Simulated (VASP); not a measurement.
# Mg9O8 (a cell with a defect) in VASP: relaxation of the atoms with LDA

Aim: the relaxation of the atoms of Mg9O8 (a cell with a defect) with LDA.

All numbers are computed with VASP 6.6.1; they aren't measurements. Logs are shortened: lines on timing, memory, paths and dates and some standing lists are left out, and cuts for length are marked.

**1. The cell of the first run**

The cell holds a defect, 17 atoms: a = 5.672 Å, b = 5.672 Å, c = 5.672 Å, α = 60.00°, β = 60.00°, γ = 60.00°.

**2. Relaxation of the atoms, LDA**

Contents of INCAR:

```
SYSTEM = Mg9O8
  PREC = Accurate
  ENCUT = 520
  EDIFF = 1E-6
  ISMEAR = -1
  SIGMA = 0.02
  LREAL = Auto
  LASPH = .TRUE.
  NELM = 80
  ALGO = Normal
  ISIF = 2
  LWAVE = .FALSE.
  LCHARG = .FALSE.
  GGA = CA
  IBRION = 2
  NSW = 45
  EDIFFG = -0.08
```

Contents of KPOINTS:

```
regular mesh
0
G
  2 2 2
  0 0 0
```

Contents of POSCAR:

```
Mg9O8
1.0
    0.0000000000      4.0110000000      4.0110000000
    4.0110000000      0.0000000000      4.0110000000
    4.0110000000      4.0110000000      0.0000000000
Mg O
9 8
Direct
    0.0000000000      0.0000000000      0.0000000000
    0.0000000000      0.0000000000      0.5000000000
    0.0000000000      0.5000000000      0.0000000000
    0.0000000000      0.5000000000      0.5000000000
    0.5000000000      0.0000000000      0.0000000000
    0.5000000000      0.0000000000      0.5000000000
    0.5000000000      0.5000000000      0.0000000000
    0.5000000000      0.5000000000      0.5000000000
    0.1330904000      0.6219745000      0.6253195000
    0.2500000000      0.2500000000      0.2500000000
    0.2500000000      0.2500000000      0.7500000000
    0.2500000000      0.7500000000      0.2500000000
    0.2500000000      0.7500000000      0.7500000000
    0.7500000000      0.2500000000      0.2500000000
    0.7500000000      0.2500000000      0.7500000000
    0.7500000000      0.7500000000      0.2500000000
    0.7500000000      0.7500000000      0.7500000000
```

Potentials or basis: VASP PAW LDA potentials, release 64 (Mg, O).

On the command line:

```bash
$ cat potpaw_LDA.64/Mg/POTCAR potpaw_LDA.64/O/POTCAR > POTCAR
$ mpirun -np 1 vasp_std > vasp.out
```

OUTCAR:

```text
SYSTEM = Mg9O8
   PREC = Accurate
   ENCUT = 520
   EDIFF = 1E-6
   ISMEAR = -1
   LREAL = Auto
   LASPH = .TRUE.
   NELM = 80
   ISIF = 2
   GGA = CA
   IBRION = 2
   NSW = 45
   EDIFFG = -0.08

 ion  position               nearest neighbor table
   1  0.000  0.000  0.000-  11 2.01  12 2.01  13 2.01  14 2.01  15 2.01  16 2.01   2 2.84   3 2.84
                             5 2.84   2 2.84   4 2.84   6 2.84   3 2.84   4 2.84   7 2.84   5 2.84
   2  0.000  0.000  0.500-   9 1.75  10 2.01  12 2.01  13 2.01  14 2.01  15 2.01  17 2.01   4 2.84
                             6 2.84   1 2.84   1 2.84   3 2.84   5 2.84   3 2.84   4 2.84   8 2.84
   3  0.000  0.500  0.000-   9 1.74  10 2.01  11 2.01  13 2.01  14 2.01  16 2.01  17 2.01   4 2.84
                             7 2.84   1 2.84   2 2.84   4 2.84   8 2.84   1 2.84   2 2.84   5 2.84
   4  0.000  0.500  0.500-   9 1.76  10 2.01  11 2.01  12 2.01  15 2.01  16 2.01  17 2.01   3 2.84
                             8 2.84   2 2.84   1 2.84   3 2.84   7 2.84   1 2.84   2 2.84   6 2.84
   5  0.500  0.000  0.000-  10 2.01  11 2.01  12 2.01  15 2.01  16 2.01  17 2.01   1 2.84   6 2.84
                             7 2.84   2 2.84   6 2.84   8 2.84   3 2.84   7 2.84   8 2.84   1 2.84
   6  0.500  0.000  0.500-  10 2.01  11 2.01  13 2.01  14 2.01  16 2.01  17 2.01   2 2.84   5 2.84
                             8 2.84   1 2.84   5 2.84   7 2.84   4 2.84   7 2.84   8 2.84   1 2.84
   7  0.500  0.500  0.000-  10 2.01  12 2.01  13 2.01  14 2.01  15 2.01  17 2.01   3 2.84   5 2.84
                             8 2.84   4 2.84   6 2.84   8 2.84   1 2.84   5 2.84   6 2.84   1 2.84
   8  0.500  0.500  0.500-   9 1.70  11 2.01  12 2.01  13 2.01  14 2.01  15 2.01  16 2.01   6 2.84
                             7 2.84   4 2.84   3 2.84   5 2.84   7 2.84   2 2.84   5 2.84   6 2.84
   9  0.133  0.622  0.625-   8 1.70  13 1.71  11 1.72   3 1.74  12 1.74   2 1.75   4 1.76  17 1.77
                             7 3.29   5 3.30   6 3.30   6 3.31   5 3.31   1 3.32   7 3.32   1 3.33
  10  0.250  0.250  0.250-   2 2.01   3 2.01   4 2.01   5 2.01   6 2.01   7 2.01
  11  0.250  0.250  0.750-   9 1.72   3 2.01   4 2.01   5 2.01   6 2.01   8 2.01   1 2.01
  12  0.250  0.750  0.250-   9 1.74   2 2.01   4 2.01   5 2.01   7 2.01   8 2.01   1 2.01
  13  0.250  0.750  0.750-   9 1.71   2 2.01   3 2.01   6 2.01   7 2.01   8 2.01   1 2.01
  14  0.750  0.250  0.250-   1 2.01   2 2.01   3 2.01   6 2.01   7 2.01   8 2.01
  15  0.750  0.250  0.750-   1 2.01   2 2.01   4 2.01   5 2.01   7 2.01   8 2.01
  16  0.750  0.750  0.250-   1 2.01   3 2.01   4 2.01   5 2.01   6 2.01   8 2.01
  17  0.750  0.750  0.750-   9 1.77   3 2.01   4 2.01   5 2.01   6 2.01   7 2.01   2 2.01

 -----------------------------------------------------------------------------
|                                                                             |
|           W    W    AA    RRRRR   N    N  II  N    N   GGGG   !!!           |
|           W    W   A  A   R    R  NN   N  II  NN   N  G    G  !!!           |
|           W    W  A    A  R    R  N N  N  II  N N  N  G       !!!           |
|           W WW W  AAAAAA  RRRRR   N  N N  II  N  N N  G  GGG   !            |
|           WW  WW  A    A  R   R   N   NN  II  N   NN  G    G                |
|           W    W  A    A  R    R  N    N  II  N    N   GGGG   !!!           |
|                                                                             |
|     The distance between some ions is very small. Please check the          |
|     nearest-neighbor list in the OUTCAR file.                               |
|     I HOPE YOU KNOW WHAT YOU ARE DOING!                                     |
|                                                                             |
 -----------------------------------------------------------------------------

  LATTYP: Found a face centered cubic cell.
 ALAT       =     8.0220000000

  Lattice vectors:

 A1 = (   0.0000000000,   4.0110000000,   4.0110000000)
 A2 = (   4.0110000000,   0.0000000000,   4.0110000000)
 A3 = (   4.0110000000,   4.0110000000,   0.0000000000)

Analysis of symmetry for initial positions (statically):
=====================================================================
 Subroutine PRICEL returns:
 Original cell was already a primitive cell.

 Routine SETGRP: Setting up the symmetry group for a
 face centered cubic supercell.

 Subroutine GETGRP returns: Found  1 space group operations
 (whereof  1 operations were pure point group operations)
 out of a pool of 48 trial point group operations.

The static configuration has the point symmetry C_1 .

Analysis of symmetry for dynamics (positions and initial velocities):
=====================================================================
 Subroutine PRICEL returns:
 Original cell was already a primitive cell.

 Routine SETGRP: Setting up the symmetry group for a
 face centered cubic supercell.

 Subroutine GETGRP returns: Found  1 space group operations
 (whereof  1 operations were pure point group operations)
 out of a pool of 48 trial point group operations.

The dynamic configuration has the point symmetry C_1 .

 Subroutine INISYM returns: Found  1 space group operations
[... 74 lines left out ...]
  Shift w.r.t. Gamma in fractional coordinates (k-lattice)
     0.000000000  0.000000000  0.000000000

 Subroutine IBZKPT returns following result:
 ===========================================

 Found      8 irreducible k-points:

 Following reciprocal coordinates:
            Coordinates               Weight
  0.000000  0.000000  0.000000      1.000000
  0.500000  0.000000  0.000000      1.000000
  0.000000  0.500000  0.000000      1.000000
  0.000000  0.000000  0.500000      1.000000
  0.500000  0.500000  0.500000      1.000000
  0.500000  0.500000  0.000000      1.000000
  0.000000  0.500000  0.500000      1.000000
  0.500000  0.000000  0.500000      1.000000
   k-points           NKPTS =      8   k-points in BZ     NKDIM =      8   number of bands    NBANDS=     42
   number of dos      NEDOS =    301   number of ions     NIONS =     17
   total plane-waves  NPLWV =  74088
   dimension x,y,z NGX =    42 NGY =   42 NGZ =   42
   dimension x,y,z NGXF=    84 NGYF=   84 NGZF=   84
   ions per type =               9   8
   NGX,Y,Z   is equivalent  to a cutoff of  12.31, 12.31, 12.31 a.u.
   NGXF,Y,Z  is equivalent  to a cutoff of  24.62, 24.62, 24.62 a.u.
 SYSTEM =  Mg9O8
   PREC   = accura    normal or accurate (medium, high low for compatibility)
   ISTART =      0    job   : 0-new  1-cont  2-samecut
   ICHARG =      2    charge: 1-file 2-atom 10-const
   ISPIN  =      1    spin polarized calculation?
   LNONCOLLINEAR =      F non collinear calculations
   LSORBIT =      F    spin-orbit coupling
   LASPH  =      T    aspherical Exc in radial PAW
   ENCUT  =  520.0 eV  38.22 Ry    6.18 a.u.  10.55 10.55 10.55*2*pi/ulx,y,z
   NELM   =     80;   NELMIN=  2; NELMDL= -5     # of ELM steps
   EDIFF  = 0.1E-05   stopping-criterion for ELM
   LREAL  =      T    real-space projection
   EDIFFG = -.8E-01   stopping-criterion for IOM
   NSW    =     45    number of steps for IOM
   IBRION =      2    ionic relax: 0-MD 1-quasi-New 2-CG
   NFREE  =      1    steps in history (QN), initial steepest desc. (CG)
   ISIF   =      2    stress and relaxation
   ISYM   =      2    0-nonsym 1-usesym 2-fastsym
   POTIM  = 0.5000    time-step for ionic-motion
   TEBEG  =    0.0;   TEEND  =   0.0 temperature during run
   PSTRESS=    0.0 pullay stress
   NELECT =      66.0000    total number of electrons
   NUPDOWN=      -1.0000    fix difference up-down
   EMIN   =  10.00;   EMAX   =-10.00  energy-range for DOS
   EFERMI =   0.00;   METHOD = LEGACY
   ISMEAR =    -1;   SIGMA  =   0.02  broadening in eV -4-tet -1-fermi 0-gaus
   EFERMI_NEDOS =   21; number of points for ismear=-14 and -15
   IALGO  =     38    algorithm
   IMIX   =      4    mixing-type and parameters
     AMIX     =   0.40;   BMIX     =  1.00
     AMIX_MAG =   1.60;   BMIX_MAG =  1.00
  volume/ion in A,a.u.               =       7.59        51.23
  Fermi-wavevector in a.u.,A,eV,Ry     =   1.309162  2.473958 23.319105  1.713906
  Thomas-Fermi vector in A             =   2.439780
   LORBIT       =      0    0 simple, 1 ext, 2 COOP (PROOUT), +10 PAW based schemes
   GGA     = CA    functional components
   LHFCALC =     F    Hartree Fock is set to
   AEXX    =    0.0000 exact exchange contribution
   IVDW    =     0    specifies the selected vdW correction
   LEPSILON=     F    determine dielectric tensor
   LRPA    =     F    only Hartree local field effects (RPA)
 conjugate gradient relaxation of ions
 non-spin polarized calculation
  energy-cutoff  :      520.00
  volume of cell :      129.06
 maximum number of plane-waves:      3490
   NGX = 21   NGY = 21   NGZ = 21

--------------------------------------- Ionic step        1  -------------------------------------------

 number of electron      66.0000041 magnetization

 Free energy of the ion-electron system (eV)
  ---------------------------------------------------
  ext. energy  EPLUGINS =         0.00000000
  ---------------------------------------------------
  free energy    TOTEN  =       -82.96208125 eV

  energy without entropy =      -82.94692315  energy(sigma->0) =      -82.95450220

------------------------ aborting loop because EDIFF is reached ----------------------------------------

  FORCE on cell =-STRESS in cart. coord.  units (eV):
  Direction    XX          YY          ZZ          XY          YZ          ZX
  --------------------------------------------------------------------------------------
  -------------------------------------------------------------------------------------
  Total       60.0155549     59.9280419     59.9911198     -0.1541456      0.1245603     -0.2267933
  in kB      745.0517288    743.9653151    744.7483843     -1.9136115      1.5463297     -2.8154828
  external PRESSURE =     744.5884761 kB  Pullay stress =       0.0000000 kB
[... 134 lines left out ...]
  FREE ENERGIE OF THE ION-ELECTRON SYSTEM (eV)
  ---------------------------------------------------
  free  energy   TOTEN  =       -88.9190723791 eV

  energy  without entropy=      -88.9025163151  energy(sigma->0) =      -88.91079435

[... ionic steps 4 to 7 ...]

--------------------------------------- Ionic step        8  -------------------------------------------

 number of electron      65.9999994 magnetization

------------------------ aborting loop because EDIFF is reached ----------------------------------------
[... 97 lines left out ...]
--------------------------------------- Ionic step       10  -------------------------------------------

 number of electron      65.9999994 magnetization

 Free energy of the ion-electron system (eV)
  ---------------------------------------------------
  ext. energy  EPLUGINS =         0.00000000
  ---------------------------------------------------
  free energy    TOTEN  =       -89.41212258 eV

  energy without entropy =      -89.39989851  energy(sigma->0) =      -89.40601055

 E-fermi :  12.4324     XC(G=0): -12.6565

 val. band max:       12.4307440141   @ k =   0.0000   0.0000   0.5000
 cond. band min:      12.4422647322   @ k =   0.0000   0.5000   0.0000
 fundamental gap:      0.0115207181
 Fermi energy:        12.4323543965

 k-point     1 :       0.0000    0.0000    0.0000
  band No.  band energies     occupation
      1     -13.3110      2.00000
      2     -11.6324      2.00000
      3     -11.5858      2.00000
      4     -11.5627      2.00000
      5     -11.5055      2.00000
      6     -11.0602      2.00000
[... 393 lines left out ...]
  FREE ENERGIE OF THE ION-ELECTRON SYSTEM (eV)
  ---------------------------------------------------
  free  energy   TOTEN  =       -89.4121225845 eV

  energy  without entropy=      -89.3998985107  energy(sigma->0) =      -89.40601055

 reached required accuracy - stopping structural energy minimisation
```

Run time: 8.3 min. Hardware: 1 thread of AMD EPYC 7R13 (Zen 3), shared host; peak memory 0.19 GiB.

What came out:

```
Free energy                  : -89.4121 eV
Energy gained by relaxing    : 379.4 meV/atom
Ionic steps                  : 10
Pressure after relaxing      : 74.9 GPa
Largest force after relaxing : 0.076 eV/Å
Band gap on the k mesh       : zero (bands 33 and 34 overlap by 0.72 eV)
```

Forces in eV/Å, atoms in the order of the input:
```
Mg   0.019 -0.020 -0.020
Mg   0.025 -0.014  0.035
Mg   0.025  0.040 -0.020
Mg  -0.031 -0.017 -0.023
Mg  -0.003 -0.006 -0.003
Mg  -0.006 -0.004  0.004
Mg  -0.001 -0.003 -0.001
Mg  -0.038  0.049  0.043
Mg  -0.009  0.049  0.026
O    0.016 -0.014 -0.016
O   -0.009 -0.020 -0.039
O    0.006 -0.040 -0.015
O    0.039 -0.014  0.005
O    0.020  0.018  0.017
O   -0.018 -0.017  0.018
O   -0.018  0.018 -0.019
O   -0.016 -0.004  0.008
```

Stress tensor (GPa, compression positive):
```
74.92  0.06  0.13
 0.06 74.82 -0.02
 0.13 -0.02 74.89
```

Step by step:
| step | energy change (eV) | largest force (eV/Å) | pressure (GPa) |
| --- | --- | --- | --- |
| 1 | 0.0000 | 11.7050 | 74.46 |
| 2 | 2.3917 | 17.4387 | 98.52 |
| 3 | -5.9570 | 1.8114 | 77.47 |
| 4 | -6.3466 | 0.6716 | 75.26 |
| 5 | -6.3648 | 0.9216 | 74.82 |
| 6 | -6.4289 | 0.8370 | 74.80 |
| 7 | -6.4345 | 0.4883 | 74.79 |
| 8 | -6.4468 | 0.2390 | 75.00 |
| 9 | -6.4495 | 0.0910 | 74.92 |
| 10 | -6.4500 | 0.0760 | 74.88 |

Final structure:
```
Mg O
1.0
     0.00000    4.01100    4.01100
     4.01100    0.00000    4.01100
     4.01100    4.01100    0.00000
Mg O
9 8
Direct
  0.99797 0.00068 0.00066
  0.97936 0.06270 0.47907
  0.97899 0.47860 0.06388
  0.97962 0.47916 0.47930
  0.50042 0.00074 0.00062
  0.50045 0.00067 0.49816
  0.50043 0.49820 0.00060
  0.56681 0.47772 0.47782
  0.12908 0.62346 0.62508
  0.27639 0.24115 0.24157
  0.25264 0.23611 0.75480
  0.25200 0.75495 0.23747
  0.25309 0.75637 0.75535
  0.74156 0.24028 0.24067
  0.74198 0.24063 0.77702
  0.74172 0.77731 0.24081
  0.74058 0.75323 0.75243
```

Levels at points of the mesh, in eV from the Fermi level:
```tsv
k point	band 29	band 30	band 31	band 32	band 33	band 34	band 35	band 36	band 37	band 38
(0.00, 0.00, 0.00)	-8.51	-7.88	-7.88	-7.87	-2.07	-0.38	0.39	0.39	0.40	0.93
(0.50, 0.00, 0.00)	-8.39	-8.38	-8.16	-8.16	-0.20	-0.03	1.09	1.48	1.52	2.48
(0.00, 0.50, 0.00)	-8.41	-8.39	-8.14	-8.13	-0.20	0.01	1.09	1.48	1.56	2.50
(0.00, 0.00, 0.50)	-8.40	-8.39	-8.14	-8.14	-0.20	0.00	1.09	1.47	1.56	2.49
(0.50, 0.50, 0.50)	-8.41	-8.40	-8.13	-8.13	-0.20	0.02	1.09	1.49	1.56	2.51
(0.50, 0.50, 0.00)	-8.69	-8.48	-8.46	-8.44	0.34	0.79	1.49	1.91	1.98	2.96
(0.00, 0.50, 0.50)	-8.69	-8.47	-8.47	-8.44	0.34	0.79	1.49	1.93	1.96	2.97
(0.50, 0.00, 0.50)	-8.70	-8.48	-8.46	-8.44	0.33	0.79	1.49	1.89	2.00	2.96
```

Caveat: the k points lie up to 0.68 Å⁻¹ apart, too coarse for converged energies and pressures of a metal; the relaxation stopped at a loose force limit of 0.08 eV/Å, so its end isn't a converged minimum.
